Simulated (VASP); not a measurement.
## BaO: electric field gradients with PBE

BaO:

```
CELL_PARAMETERS angstrom
0.00000 2.77750 2.75000
2.77750 0.00000 2.75000
2.77750 2.77750 0.00000
ATOMIC_POSITIONS crystal
Ba 0.00000 0.00000 0.00000
O 0.50000 0.50000 0.50000
```

This cell differs from its parent crystal: equal xx and yy strain of +1 %.

| Item | Value |
| --- | --- |
| Program | VASP 6.6.1 |
| Task | electric field gradients |
| Functional | PBE |
| Potentials or basis | VASP PAW PBE potentials, release 64 (Ba_sv, O) |
| Cutoff | 520 eV |
| k mesh | 8 × 8 × 8 |
| Occupations | fermi-dirac, width 0.02 eV |
| Spin | no spin polarisation |
| Dipole correction | no |
| Further INCAR settings | ALGO = Normal; EDIFF = 1e-08; NBANDS = 15 |

```
Pressure                                : 3.2 GPa
Band gap on the k mesh                  : 1.91 eV
Largest electric field gradient by atom : Ba -16.0; O -3.8 V/Å²
```

Stress tensor (GPa, compression positive):
```
2.83 0.00 0.00
0.00 2.83 0.00
0.00 0.00 3.87
```

Levels at points of the mesh, in eV from the valence-band top:
| k point | band 4 | band 5 | band 6 | band 7 | band 8 | band 9 | band 10 | band 11 | band 12 | band 13 |
| --- | --- | --- | --- | --- | --- | --- | --- | --- | --- | --- |
| (0.00, 0.00, 0.00) | -10.47 | -10.46 | -0.40 | -0.40 | -0.36 | 3.50 | 4.62 | 4.62 | 4.69 | 6.84 |
| (0.50, 0.00, 0.00) | -10.60 | -10.56 | -2.04 | -1.53 | -1.52 | 4.88 | 7.10 | 7.13 | 8.15 | 10.41 |
| (0.50, 0.50, 0.00) | -11.07 | -11.07 | -0.21 | -0.21 | 0.00 | 1.91 | 5.94 | 8.84 | 9.37 | 9.69 |
| (0.50, 0.00, 0.50) | -11.05 | -11.03 | -0.23 | -0.16 | -0.06 | 1.94 | 5.93 | 8.86 | 9.35 | 9.62 |

Electric field gradients, principal values (V/Å²):
| atom | least | middle | greatest (by size) |
| --- | --- | --- | --- |
| 1 Ba | 8.016 | 8.016 | -16.032 |
| 2 O | 1.924 | 1.924 | -3.848 |

It took 46 s on 1 thread of Intel(R) Xeon(R) Platinum 8375C CPU @ 2.90GHz (Ice Lake), on a shared host, peak memory 0.19 GiB.

Caveat: the cell differs from its parent crystal (equal xx and yy strain of +1 %); the cell stands under pressure; without QUAD_EFG the Cq values of the log hold for a quadrupole moment of 1 mb, not for the nuclei; spin-orbit coupling is left out, which moves the levels of the heavy elements. A k mesh can miss the band edges.
